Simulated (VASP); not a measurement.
Write the native input for VASP 6.6.1 that does the following.

* Task: single point
* Functional: LDA
* Potentials or basis: VASP PAW LDA potentials, release 64 (Ni)
* Cutoff: 520 eV
* k mesh: 16 × 16 × 16
* Occupations: fermi-dirac, width 0.1 eV
* Spin: collinear spin, ferromagnetic start
* Starting moments: [0.607] μB
* Dipole correction: no
* Further INCAR settings: ALGO = Normal; EDIFF = 1e-07; NBANDS = 15

The structure of Ni lies in POSCAR:

```
Ni
1.0
    0.0000000000      1.7124646296      1.7124646296
    1.7124646296      0.0000000000      1.7124646296
    1.7124646296      1.7124646296      0.0000000000
Ni
1
Direct
    0.0000000000      0.0000000000      0.0000000000
```

One way to write it, as run:

INCAR

```
SYSTEM = Ni
PREC = Accurate
ENCUT = 520
EDIFF = 1E-7
ISMEAR = -1
SIGMA = 0.1
LREAL = .FALSE.
LASPH = .TRUE.
NELM = 150
ALGO = Normal
ISIF = 2
LWAVE = .FALSE.
LCHARG = .FALSE.
ISPIN = 2
MAGMOM = 0.607
LORBIT = 11
LMAXMIX = 4
GGA = CA
NBANDS = 15
```

KPOINTS

```
Automatic mesh
0
G
  16 16 16
  0 0 0
```

Potentials or basis: VASP PAW LDA potentials, release 64 (Ni).

Command:

```console
$ cat potpaw_LDA.64/Ni/POTCAR > POTCAR
$ mpirun -np 1 vasp_std > vasp.out
```

It gave:

The pressure is -0.2 GPa, the net moment is 0.55 μB per cell and the site moments are Ni +0.55 μB. The valence electrons inside the program's atomic spheres are Ni 9.47.

Wall time 54 s on 1 thread of Intel(R) Xeon(R) Platinum 8488C (Sapphire Rapids), on a shared host, peak memory 0.14 GiB.
